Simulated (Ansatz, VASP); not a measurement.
**Two plane-wave programs on Mg**

Contents of INCAR:

```
SYSTEM = Mg
PREC = Accurate ; ENCUT = 520
EDIFF = 1E-7 ; ISMEAR = -1
SIGMA = 0.1 ; LREAL = .FALSE.
LASPH = .TRUE. ; NELM = 60
ALGO = Normal ; ISIF = 2
LWAVE = .FALSE. ; LCHARG = .FALSE.
GGA = PE ; NBANDS = 9
```

File KPOINTS:

```
Automatic mesh
0
G
  9 9 9
  0 0 0
```

POSCAR

```
Mg
1.0
    0.0000000000      3.4318472317      3.4318472317
    3.4318472317      0.0000000000      3.4318472317
    3.4318472317      3.4318472317      0.0000000000
Mg
2
Direct
    0.1250000000      0.1250000000      0.1250000000
    0.8750000000      0.8750000000      0.8750000000
```

Input for Ansatz:

```yaml
crystal:
  lattice:
    - [0.0, 3.4318472317, 3.4318472317]
    - [3.4318472317, 0.0, 3.4318472317]
    - [3.4318472317, 3.4318472317, 0.0]
  atoms:
    - { symbol: Mg, position: [0.125, 0.125, 0.125] }
    - { symbol: Mg, position: [0.875, 0.875, 0.875] }
hamiltonian:
  xc: pbe
  pseudopotentials:
    kind: paw
    azcp:
      Mg: "pseudopotentials/Mg.paw.azcp"
basis:
  ecutwfc: 420
  fft_grid_basis: typed
kpoints:
  mp_grid: { grid: [9, 9, 9], shift: [0, 0, 0] }
magnetization:
  spin_polarized: false
scf:
  occupations: { method: fermi_dirac, width: 0.1 }
  lower_state_search: "off"
output:
  stress: true
```

Alike in both runs: task single point; functional PBE; k mesh 9 × 9 × 9; occupations fermi-dirac, width 0.1 eV; no spin polarisation.

```csv
,VASP,Ansatz
version,VASP 6.6.1,Ansatz 0.2.0
potentials or method,"VASP PAW PBE potentials, release 64 (Mg), cutoff 520 eV","plane waves (420 eV) with PAW, scalar-relativistic"
valence electrons in the cell,4,20
```

```csv
,VASP,Ansatz,Ansatz less VASP
pressure (GPa),0.0,0.0,+0.02
```

VASP's potentials hold 4 valence electrons a cell and Ansatz's 20, so a difference there can come from the potentials and not from the codes.
